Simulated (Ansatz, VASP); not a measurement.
**Ta3N: VASP beside Ansatz**

```
Ta N
1.0
     5.37701    0.00000    0.00000
    -2.68851    4.65663    0.00000
     0.00000    0.00000    2.83670
Ta N
3 1
Cartesian
  3.4481 0.0000 1.4184
  -1.7241 2.9862 1.4184
  0.9644 1.6705 1.4184
  0.0000 0.0000 1.4184
```

Alike in both runs: functional PBE; k mesh 6 × 6 × 6; occupations gaussian, width 0.1 eV; no spin polarisation.

Ansatz relaxed the structure, and its values are those at the end. VASP's run is a single point on that final structure, the one shown.

|  | VASP | Ansatz |
| --- | --- | --- |
| version | VASP 6.6.1 | Ansatz 0.2.0 |
| potentials or method | VASP PAW PBE potentials, release 64 (Ta_pv, N), cutoff 520 eV | scalar-relativistic, plane waves, PAW |
| valence electrons in the cell | 38 | 44 |

```csv
,VASP,Ansatz,Ansatz less VASP
gap on the k mesh at the Fermi level (eV),none,none,-
pressure (GPa),0.6,0.2,-0.36
rms of the force components (eV/Å),0.051,0.007,-0.0447
```

A gap of «none» marks a metal or a gap that the smearing closes. The functional is the same, so the differences come from potentials, cutoffs and numerics. VASP's potentials hold 38 valence electrons a cell and Ansatz's 44, so a difference there can come from the potentials and not from the codes.

The k mesh is coarse, so the values compare programs but aren't converged. Neither program's run includes spin-orbit coupling.
